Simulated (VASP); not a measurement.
Here is a VASP 6.6.1 calculation.

Contents of INCAR:

```
ALGO     = Fast           # electronic algorithm
EDIFF    = 1E-7           # SCF threshold, eV
ENCUT    = 520            # plane-wave cutoff, eV
GGA      = PE             # functional
ISIF     = 2              # what is computed and relaxed
ISMEAR   = -1             # smearing method
LASPH    = True           # aspherical terms in the spheres
LCHARG   = True           # write CHGCAR
LELF     = True           # ELF
LREAL    = False          # projectors in reciprocal space
LVHAR    = True         
LWAVE    = False          # write WAVECAR
NBANDS   = 26             # bands
NELM     = 80             # most SCF steps
PREC     = Accurate       # precision mode
SIGMA    = 0.05           # smearing width, eV
```

KPOINTS

```
k-points
0
Gamma
  9 9 9
```

Contents of POSCAR:

```
In
1.0
    1.6696368166      0.9639652655      8.2074632500
   -1.6696368166      0.9639652655      8.2074632500
    0.0000000000     -1.9279305310      8.2074632500
In
3
Direct
    0.2174140000      0.2057970000      0.2365630000
    0.7759670000      0.7780210000      0.7795960000
   -0.0084250000     -0.0035600000      0.0086230000
```

Potentials or basis: VASP PAW PBE potentials, release 64 (In_d).

Launch:

```console
$ cat potpaw_PBE.64/In_d/POTCAR > POTCAR
$ mpirun -np 1 vasp_std > vasp.out
```

Problem. Predict the pressure.

Solution. 1.9 GPa.

Problem. Predict the band gap on the k mesh.

Solution. Zero (an odd number of electrons rules out a gap without spin polarisation).

Problem. Estimate the largest force.

Solution. 0.076 eV/Å.

Forces in eV/Å, atoms in the order of the input:
```
In  -0.003  0.006  0.075
In   0.002 -0.006 -0.076
In   0.001  0.000  0.001
```

Caveat: the cell differs from its parent crystal (atoms moved at random); spin-orbit coupling is left out, which moves the levels of the heavy elements.
